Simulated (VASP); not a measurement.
A run of VASP 6.6.1 is set up as follows.

INCAR

```
SYSTEM = NaI
ALGO     = Normal         ! electronic algorithm
EDIFF    = 1E-6           ! SCF threshold, eV
ENCUT    = 500            ! plane-wave cutoff, eV
GGA      = PE             ! functional
GGA_COMPAT= .False.      
ISIF     = 2              ! what is computed and relaxed
ISMEAR   = 0              ! smearing method
LASPH    = .True.         ! aspherical terms in the spheres
LCHARG   = .True.         ! write CHGCAR
LELF     = .True.         ! ELF
LREAL    = .False.        ! projectors in reciprocal space
LVHAR    = .True.       
LWAVE    = .False.        ! write WAVECAR
NBANDS   = 14             ! bands
NELM     = 120            ! most SCF steps
PREC     = Accurate       ! precision mode
SIGMA    = 0.02           ! smearing width, eV
```

Contents of KPOINTS:

```
k-points
0
Gamma
  6 6 6
  0 0 0
```

Contents of POSCAR:

```
NaI
1.0
    0.0000000000      3.2644863738      3.2644863738
    3.2644863738      0.0000000000      3.2644863738
    3.2644863738      3.2644863738      0.0000000000
Na I
1 1
Direct
    0.0000000000      0.0000000000      0.0000000000
    0.5000000000      0.5000000000      0.5000000000
```

Potentials or basis: VASP PAW PBE potentials, release 64 (Na_pv, I).

Launch:

```bash
$ cat potpaw_PBE.64/Na_pv/POTCAR potpaw_PBE.64/I/POTCAR > POTCAR
$ mpirun -np 1 vasp_std > vasp.out
```

**Question.** Estimate the band gap on the k mesh.

**Answer.** 3.57 eV, direct.

**Question.** Estimate the pressure.

**Answer.** 0.0 GPa.

Caveat: spin-orbit coupling is left out, which moves the levels of the heavy elements.
